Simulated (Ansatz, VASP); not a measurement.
BeS4 in VASP and in Ansatz

Contents of INCAR:

```
PREC = Accurate
ENCUT = 520
EDIFF = 1E-6
ISMEAR = 0
SIGMA = 0.1
LREAL = False
LASPH = True
NELM = 60
ALGO = Normal
ISIF = 2
LWAVE = False
LCHARG = False
GGA = PE
NBANDS = 21
```

File KPOINTS:

```
Automatic mesh
0
Gamma
  4 4 4
```

POSCAR

```
BeS4
1.0
    4.8304685100      0.0000000000      0.0000000000
    0.0000000000      4.8304685100      0.0000000000
    0.0000000000      0.0000000000      6.7367318700
Be S
1 4
Direct
    0.5000000000      0.5000000000      0.2119313300
    0.1960558900      0.1960558900      0.8278028300
    0.8039441100      0.8039441100      0.8278028300
    0.8039441100      0.1960558900      0.8278028300
    0.1960558900      0.8039441100      0.8278028300
```

Input for Ansatz:

```yaml
crystal:
  lattice:
    - [4.83046851, 0.0, 0.0]
    - [0.0, 4.83046851, 0.0]
    - [0.0, 0.0, 6.73673187]
  atoms:
    - { symbol: Be, position: [0.5, 0.5, 0.21193133] }
    - { symbol: S, position: [0.19605589, 0.19605589, 0.82780283] }
    - { symbol: S, position: [0.80394411, 0.80394411, 0.82780283] }
    - { symbol: S, position: [0.80394411, 0.19605589, 0.82780283] }
    - { symbol: S, position: [0.19605589, 0.80394411, 0.82780283] }
basis:
  ecutwfc: 420
kpoints:
  mp_grid: { grid: [4, 4, 4] }
hamiltonian:
  xc: pbe
scf:
  occupations: { method: gaussian, width: 0.1 }
  lower_state_search: "off"
output:
  forces: true
  stress: true
  eigenvalues: true
```

Alike in both runs: task single point; functional PBE; k mesh 4 × 4 × 4; occupations gaussian, width 0.1 eV; no spin polarisation.

```csv
,VASP,Ansatz
version,VASP 6.6.1,Ansatz 0.2.0
potentials or method,"VASP PAW PBE potentials, release 64 (Be, S), cutoff 520 eV","scalar-relativistic, plane waves, PAW"
valence electrons in the cell,26,26
```

|  | VASP | Ansatz | Ansatz less VASP |
| --- | --- | --- | --- |
| gap on the k mesh at the Fermi level (eV) | none | none | - |
| pressure (GPa) | 13.5 | 14.2 | +0.68 |
| traceless stress, the component that is largest in VASP (GPa) | -14.41 | -15.06 | -0.652 |
| rms of the force components (eV/Å) | 3.830 | 4.026 | +0.1963 |

Atom by atom the forces differ by 0.196 eV/Å (rms over components). A gap of «none» marks a metal or a gap that the smearing closes. The functional is the same, so the differences come from potentials, cutoffs and numerics.
